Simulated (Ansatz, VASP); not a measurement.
## InSbO2 in VASP and in Ansatz

```xyz
4
Lattice="3.4427 0.0000 0.0000 -1.7214 2.9815 0.0000 0.0000 0.0000 8.0472" Properties=species:S:1:pos:R:3 pbc="T T T"
In    0.0000    0.0000    0.0000
Sb    0.0000    0.0000    4.0236
O     0.0000    0.0000    2.0278
O     0.0000    0.0000    6.0195
```

Alike in both runs: functional PBE; k mesh 18 × 18 × 6; occupations gaussian, width 0.1 eV; no spin polarisation.

Ansatz relaxed the structure, and its values are those at the end. VASP's run is a single point on that final structure, the one shown.

|  | VASP | Ansatz |
| --- | --- | --- |
| version | VASP 6.6.1 | Ansatz 0.2.0 |
| potentials or method | VASP PAW PBE potentials, release 64 (In_d, Sb, O), cutoff 520 eV | scalar-relativistic, plane waves, PAW |
| valence electrons in the cell | 30 | 40 |

```tsv
	VASP	Ansatz	Ansatz less VASP
gap on the k mesh at the Fermi level (eV)	none	none	-
pressure (GPa)	0.1	0.0	-0.12
```

A gap of «none» marks a metal or a gap that the smearing closes. With one functional, cell and mesh, what is left measures potentials, basis and numerics. VASP's potentials hold 30 valence electrons a cell and Ansatz's 40, so a difference there can come from the potentials and not from the codes.

Spin-orbit coupling is off throughout.
